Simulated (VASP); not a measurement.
# Al2O3 (P-6m2) in VASP: further runs

The runs below take Al2O3 through single point, with PBE+D3(BJ).

All numbers are computed with VASP 6.6.1; they aren't measurements. Logs are shortened: lines on timing, memory, paths and dates and some standing lists are left out, and cuts for length are marked.

## (1) The cell of the first run

The structure is hexagonal, space group P-6m2 (No. 187). The conventional cell has a = 2.841 Å, b = 2.841 Å, c = 9.197 Å, α = 90.00°, β = 90.00°, γ = 120.00°. Within 2.4 Å of Al (site symmetry 3m) lie 6 O at 1.77 to 2.14 Å. O (site symmetry 3m) has 3 Al at 1.77 Å within 2.4 Å. O (site symmetry -6m2) has 6 Al at 2.14 Å and 6 O at 2.62 Å within 2.8 Å.

## (2) Single point, PBE+D3(BJ) (strain -0.015 along x and y, -0.015 along z)

The input, INCAR:

```
PREC = Accurate ; ENCUT = 520
EDIFF = 1E-6 ; ISMEAR = 0
SIGMA = 0.05 ; LREAL = F
LASPH = T ; NELM = 80
ALGO = Normal ; ISIF = 2
LWAVE = F ; LCHARG = F
GGA = PE ; IVDW = 12
NBANDS = 20
```

The input, KPOINTS:

```
regular mesh
0
Gamma
  12 12 4
```

The input, POSCAR:

```
Al2O3
1.0
    2.8410600741      0.0000000000      0.0000000000
   -1.4205300371      2.4604301978      0.0000000000
    0.0000000000      0.0000000000      9.1967031431
Al O
2 3
Direct
    0.0000000000      0.0000000000      0.1499923300
    0.0000000000      0.0000000000      0.8500076700
    0.3333333333      0.6666666667      0.2223169200
    0.6666666667      0.3333333333      0.0000000000
    0.3333333333      0.6666666667      0.7776830800
```

Potentials or basis: VASP PAW PBE potentials, release 64 (Al, O).

Started as:

```console
$ cat potpaw_PBE.64/Al/POTCAR potpaw_PBE.64/O/POTCAR > POTCAR
$ mpirun -np 1 vasp_std > vasp.out
```

OUTCAR:

```text
PREC = Accurate
   ENCUT = 520
   EDIFF = 1E-6
   ISMEAR = 0
   LREAL = F
   LASPH = T
   NELM = 80
   ISIF = 2
   GGA = PE
   IVDW = 12
 IVDW          = 12

 ion  position               nearest neighbor table
   1  0.000  0.000  0.150-   3 1.77   3 1.77   3 1.77   4 2.14   4 2.14   4 2.14   2 2.76
   2  0.000  0.000  0.850-   5 1.77   5 1.77   5 1.77   4 2.14   4 2.14   4 2.14   1 2.76
   3  0.333  0.667  0.222-   1 1.77   1 1.77   1 1.77
   4  0.667  0.333  0.000-   1 2.14   2 2.14   1 2.14   2 2.14   1 2.14   2 2.14
   5  0.333  0.667  0.778-   2 1.77   2 1.77   2 1.77

  LATTYP: Found a hexagonal cell.
 ALAT       =     2.8410600741
 C/A-ratio  =     3.2370674689

  Lattice vectors:

 A1 = (   2.8410600741,   0.0000000000,   0.0000000000)
 A2 = (  -1.4205300371,   2.4604301978,   0.0000000000)
 A3 = (   0.0000000000,   0.0000000000,   9.1967031431)

Analysis of symmetry for initial positions (statically):
=====================================================================
 Subroutine PRICEL returns:
 Original cell was already a primitive cell.

 Routine SETGRP: Setting up the symmetry group for a
 hexagonal supercell.

 Subroutine GETGRP returns: Found 12 space group operations
 (whereof 12 operations were pure point group operations)
 out of a pool of 24 trial point group operations.

The static configuration has the point symmetry D_3h.

Analysis of symmetry for dynamics (positions and initial velocities):
=====================================================================
 Subroutine PRICEL returns:
 Original cell was already a primitive cell.

 Routine SETGRP: Setting up the symmetry group for a
 hexagonal supercell.

 Subroutine GETGRP returns: Found 12 space group operations
 (whereof 12 operations were pure point group operations)
 out of a pool of 24 trial point group operations.

The dynamic configuration has the point symmetry D_3h.

 Subroutine INISYM returns: Found 12 space group operations
 (whereof 12 operations are pure point group operations),
 and found     1 'primitive' translations

----------------------------------------------------------------------------------------

                                     Primitive cell

  volume of cell :      64.2871

  direct lattice vectors                    reciprocal lattice vectors
     2.841060074  0.000000000  0.000000000     0.351981294  0.203216495  0.000000000
    -1.420530037  2.460430198  0.000000000     0.000000000  0.406432989  0.000000000
     0.000000000  0.000000000  9.196703143     0.000000000  0.000000000  0.108734618

  length of vectors
     2.841060074  2.841060074  9.196703143     0.406432989  0.406432989  0.108734618

  position of ions in fractional coordinates (direct lattice)
     0.000000000  0.000000000  0.149992330
     0.000000000  0.000000000  0.850007670
     0.333333333  0.666666667  0.222316920
     0.666666667  0.333333333  0.000000000
     0.333333333  0.666666667  0.777683080

  ion indices of the primitive-cell ions
   primitive index   ion index
                 1           1
                 2           2
                 3           3
                 4           4
                 5           5

----------------------------------------------------------------------------------------

 KPOINTS: regular mesh

Automatic generation of k-mesh.
 Grid dimensions read from file:
 generate k-points for:   12   12    4

 Generating k-lattice:

  Cartesian coordinates                     Fractional coordinates (reciprocal lattice)
     0.029331774  0.016934708  0.000000000     0.083333333  0.000000000  0.000000000
     0.000000000  0.033869416  0.000000000     0.000000000  0.083333333  0.000000000
     0.000000000  0.000000000  0.027183654     0.000000000  0.000000000  0.250000000

  Length of vectors
     0.033869416  0.033869416  0.027183654

  Shift w.r.t. Gamma in fractional coordinates (k-lattice)
     0.000000000  0.000000000  0.000000000

 Subroutine IBZKPT returns following result:
 ===========================================

 Found     57 irreducible k-points:

 Following reciprocal coordinates:
            Coordinates               Weight
  0.000000  0.000000  0.000000      1.000000
  0.083333  0.000000  0.000000      6.000000
  0.166667  0.000000  0.000000      6.000000
  0.250000  0.000000  0.000000      6.000000
  0.333333  0.000000  0.000000      6.000000
  0.416667  0.000000  0.000000      6.000000
[... 16 lines left out ...]
  0.250000  0.000000  0.250000     12.000000
  0.333333  0.000000  0.250000     12.000000
 [... further k-points ...]
   k-points           NKPTS =     57   k-points in BZ     NKDIM =     57   number of bands    NBANDS=     20
   number of dos      NEDOS =    301   number of ions     NIONS =      5
   total plane-waves  NPLWV =  40320
   dimension x,y,z NGX =    24 NGY =   24 NGZ =   70
   dimension x,y,z NGXF=    48 NGYF=   48 NGZF=  140
   ions per type =               2   3
   NGX,Y,Z   is equivalent  to a cutoff of  14.04, 14.04, 12.65 a.u.
   NGXF,Y,Z  is equivalent  to a cutoff of  28.09, 28.09, 25.31 a.u.
 SYSTEM =  unknown system
   PREC   = accura    normal or accurate (medium, high low for compatibility)
   ISTART =      0    job   : 0-new  1-cont  2-samecut
   ICHARG =      2    charge: 1-file 2-atom 10-const
   ISPIN  =      1    spin polarized calculation?
   LNONCOLLINEAR =      F non collinear calculations
   LSORBIT =      F    spin-orbit coupling
   LASPH  =      T    aspherical Exc in radial PAW
   ENCUT  =  520.0 eV  38.22 Ry    6.18 a.u.   5.28  5.28 17.10*2*pi/ulx,y,z
   NELM   =     80;   NELMIN=  2; NELMDL= -5     # of ELM steps
   EDIFF  = 0.1E-05   stopping-criterion for ELM
   LREAL  =      F    real-space projection
   EDIFFG = 0.1E-04   stopping-criterion for IOM
   NSW    =      0    number of steps for IOM
   IBRION =     -1    ionic relax: 0-MD 1-quasi-New 2-CG
   NFREE  =      0    steps in history (QN), initial steepest desc. (CG)
   ISIF   =      2    stress and relaxation
   ISYM   =      2    0-nonsym 1-usesym 2-fastsym
   POTIM  = 0.5000    time-step for ionic-motion
   TEBEG  =    0.0;   TEEND  =   0.0 temperature during run
   PSTRESS=    0.0 pullay stress
   NELECT =      24.0000    total number of electrons
   NUPDOWN=      -1.0000    fix difference up-down
   EMIN   =  10.00;   EMAX   =-10.00  energy-range for DOS
   EFERMI =   0.00;   METHOD = LEGACY
   ISMEAR =     0;   SIGMA  =   0.05  broadening in eV -4-tet -1-fermi 0-gaus
   EFERMI_NEDOS =   21; number of points for ismear=-14 and -15
   IALGO  =     38    algorithm
   IMIX   =      4    mixing-type and parameters
     AMIX     =   0.40;   BMIX     =  1.00
     AMIX_MAG =   1.60;   BMIX_MAG =  1.00
  volume/ion in A,a.u.               =      12.86        86.77
  Fermi-wavevector in a.u.,A,eV,Ry     =   1.178793  2.227595 18.906000  1.389552
  Thomas-Fermi vector in A             =   2.315115
   LORBIT       =      0    0 simple, 1 ext, 2 COOP (PROOUT), +10 PAW based schemes
   GGA     = PE    functional components
   LHFCALC =     F    Hartree Fock is set to
   AEXX    =    0.0000 exact exchange contribution
   IVDW    =    12    specifies the selected vdW correction
   LEPSILON=     F    determine dielectric tensor
   LRPA    =     F    only Hartree local field effects (RPA)
 non-spin polarized calculation
 Gauss-broadening in eV      SIGMA  =   0.05
  energy-cutoff  :      520.00
  volume of cell :       64.29
 maximum number of plane-waves:      1754
 NGX is ok and might be reduce to    24
   NGX = 11   NGY = 11   NGZ = 35

 number of electron      24.0000000 magnetization

 Free energy of the ion-electron system (eV)
  ---------------------------------------------------
  ext. energy  EPLUGINS =         0.00000000
  ---------------------------------------------------
  free energy    TOTEN  =       -36.31706915 eV

  energy without entropy =      -36.31706915  energy(sigma->0) =      -36.31706915

 E-fermi :   1.4606     XC(G=0):  -8.7035

 val. band max:        1.1802527626   @ k =   0.1667   0.0000   0.0000
 cond. band min:       6.3521226867   @ k =   0.0000   0.0000   0.0000
 fundamental gap:      5.1718699241
 Fermi energy:         1.4605611877

 k-point     1 :       0.0000    0.0000    0.0000
  band No.  band energies     occupation
      1     -17.8355      2.00000
      2     -16.6866      2.00000
      3     -15.4514      2.00000
      4      -3.9599      2.00000
      5      -0.9780      2.00000
      6      -0.3460      2.00000
[... 12 lines left out ...]
     19      16.5053      0.00000
     20      16.5227      0.00000

 k-point     2 :       0.0833    0.0000    0.0000
  band No.  band energies     occupation
      1     -17.7453      2.00000
      2     -16.6186      2.00000
      3     -15.4178      2.00000
      4      -3.9071      2.00000
      5      -1.2092      2.00000
      6      -0.5013      2.00000
[... 12 lines left out ...]
     19      15.7432      0.00000
     20      16.6757      0.00000

 k-point     3 :       0.1667    0.0000    0.0000
  band No.  band energies     occupation
      1     -17.4841      2.00000
      2     -16.4262      2.00000
      3     -15.3295      2.00000
      4      -3.7995      2.00000
      5      -1.9682      2.00000
      6      -1.1847      2.00000
[... 12 lines left out ...]
     19      14.7107      0.00000
     20      15.6351      0.00000

 k-point     4 :       0.2500    0.0000    0.0000
  band No.  band energies     occupation
      1     -17.0837      2.00000
      2     -16.1469      2.00000
      3     -15.2251      2.00000
      4      -3.8358      2.00000
      5      -3.0227      2.00000
      6      -1.8923      2.00000
[... 429 lines left out ...]
 k-point    23 :       0.2500    0.0000    0.2500
  band No.  band energies     occupation
      1     -17.0836      2.00000
      2     -16.1470      2.00000
      3     -15.2249      2.00000
      4      -3.8362      2.00000
      5      -3.0214      2.00000
      6      -1.8911      2.00000
[... 12 lines left out ...]
     19      14.2449      0.00000
     20      15.3938      0.00000

 k-point    24 :       0.3333    0.0000    0.2500
  band No.  band energies     occupation
      1     -16.6032      2.00000
      2     -15.8452      2.00000
      3     -15.1638      2.00000
      4      -4.2006      2.00000
      5      -4.0254      2.00000
      6      -2.6414      2.00000
[... 12 lines left out ...]
     19      14.4656      0.00000
     20      15.6347      0.00000

 [... further k-points ...]

------------------------ aborting loop because EDIFF is reached ----------------------------------------

 Edisp (eV)   -0.86935

 E8    (eV) :    -0.3351

  FORCE on cell =-STRESS in cart. coord.  units (eV):
  Direction    XX          YY          ZZ          XY          YZ          ZX
  --------------------------------------------------------------------------------------
  -------------------------------------------------------------------------------------
  Total       2.47984     2.47984     1.24634    -0.00000     0.00000     0.00000
  in kB      61.80317    61.80317    31.06170    -0.00000     0.00000     0.00000
  external pressure =       51.56 kB  Pullay stress =        0.00 kB

 VOLUME and BASIS-vectors are now :
 -----------------------------------------------------------------------------
  energy-cutoff  :      520.00
  volume of cell :       64.29
      direct lattice vectors                 reciprocal lattice vectors
     2.841060074  0.000000000  0.000000000     0.351981294  0.203216495  0.000000000
    -1.420530037  2.460430198  0.000000000     0.000000000  0.406432989  0.000000000
     0.000000000  0.000000000  9.196703143     0.000000000  0.000000000  0.108734618

 POSITION                                       TOTAL-FORCE (eV/Angst)
 -----------------------------------------------------------------------------------
      0.00000      0.00000      1.37943        -0.000000      0.000000     -0.225019
      0.00000      0.00000      7.81727        -0.000000      0.000000      0.225019
     -0.00000      1.64029      2.04458         0.000000     -0.000000      0.539014
      1.42053      0.82014      0.00000        -0.000000      0.000000      0.000000
     -0.00000      1.64029      7.15212         0.000000      0.000000     -0.539014
 -----------------------------------------------------------------------------------
    total drift:                                0.000000     -0.000000      0.000000

  FREE ENERGIE OF THE ION-ELECTRON SYSTEM (eV)
  ---------------------------------------------------
  free  energy   TOTEN  =       -37.1864173826 eV

  energy  without entropy=      -37.1864173826  energy(sigma->0) =      -37.18641738
```

Wall time 40 s (1 thread of Intel Xeon 6975P-C (Granite Rapids), shared host); peak memory 0.22 GiB.

Results:

- Free energy: -37.1864 eV
- Pressure: 5.2 GPa
- Largest force: 0.539 eV/Å
- Band gap on the k mesh: 5.17 eV, indirect (least direct gap 5.43 eV)
- Dispersion energy per atom: -0.174 eV

Forces on the atoms (eV/Å):
```
Al   0.000  0.000 -0.225
Al   0.000  0.000  0.225
O    0.000  0.000  0.539
O    0.000  0.000  0.000
O    0.000  0.000 -0.539
```

Stress tensor (GPa, compression positive):
```
6.18 0.00 0.00
0.00 6.18 0.00
0.00 0.00 3.11
```

Caveat: the cell differs from its parent crystal (strain -0.015 along x and y, -0.015 along z).

## (3) Single point, PBE+D3(BJ) (strain -0.030 along x and y, +0.030 along z)

The input, INCAR:

```
SYSTEM = Al2O3
ALGO = Normal
EDIFF = 1E-7
ENCUT = 520
GGA = PE
ISIF = 2
ISMEAR = 0
IVDW = 12
LASPH = .True.
LCHARG = .False.
LREAL = .False.
LWAVE = .False.
NBANDS = 20
NELM = 80
PREC = Accurate
SIGMA = 0.05
```

The input, KPOINTS:

```
k-points
0
Gamma
  12 12 4
  0 0 0
```

POSCAR: that of step 2 with these lines changed.

```diff
@@ -2,5 +2,5 @@
 1.0
-    2.8410600741      0.0000000000      0.0000000000
-   -1.4205300371      2.4604301978      0.0000000000
-    0.0000000000      0.0000000000      9.1967031431
+    2.7977951999      0.0000000000      0.0000000000
+   -1.3988976000      2.4229617176      0.0000000000
+    0.0000000000      0.0000000000      9.6168570938
 Al O
```

Potentials or basis: VASP PAW PBE potentials, release 64 (Al, O).

Started as:

```console
$ cat potpaw_PBE.64/Al/POTCAR potpaw_PBE.64/O/POTCAR > POTCAR
$ mpirun -np 1 vasp_std > vasp.out
```

It took 41 s on 1 thread of Intel Xeon 6975P-C (Granite Rapids), shared host; peak memory 0.22 GiB.

The run converged. Its results:

```yaml
Free_energy: -37.0529 eV
Pressure: 6.2 GPa
Largest_force: 1.108 eV/Å
Band_gap_on_the_k_mesh: 5.55 eV, direct
Dispersion_energy_per_atom: -0.174 eV
```

Forces in eV/Å, atoms in the order of the input:
```
Al   0.000  0.000 -1.108
Al   0.000  0.000  1.108
O    0.000  0.000  0.296
O    0.000  0.000  0.000
O    0.000  0.000 -0.296
```

Stress tensor (GPa, compression positive):
```
12.10  0.00  0.00
 0.00 12.10  0.00
 0.00  0.00 -5.46
```

Levels at points of the mesh, in eV from the valence-band top:
| k point | band 10 | band 11 | band 12 | band 13 | band 14 | band 15 |
| --- | --- | --- | --- | --- | --- | --- |
| (0.00, 0.00, 0.00) | -0.29 | 0.00 | 0.00 | 5.55 | 8.03 | 8.51 |
| (0.50, 0.00, 0.00) | -0.83 | -0.69 | -0.59 | 8.53 | 9.15 | 9.52 |
| (0.00, 0.00, 0.50) | -0.32 | 0.00 | 0.00 | 5.72 | 7.46 | 8.83 |
| (0.50, 0.00, 0.50) | -0.83 | -0.69 | -0.58 | 8.55 | 9.12 | 9.54 |

Caveat: the cell differs from its parent crystal (strain -0.030 along x and y, +0.030 along z); forces of over 1 eV/Å act on the atoms, so gaps and moduli don't describe the material at rest. A k mesh can miss the band edges.
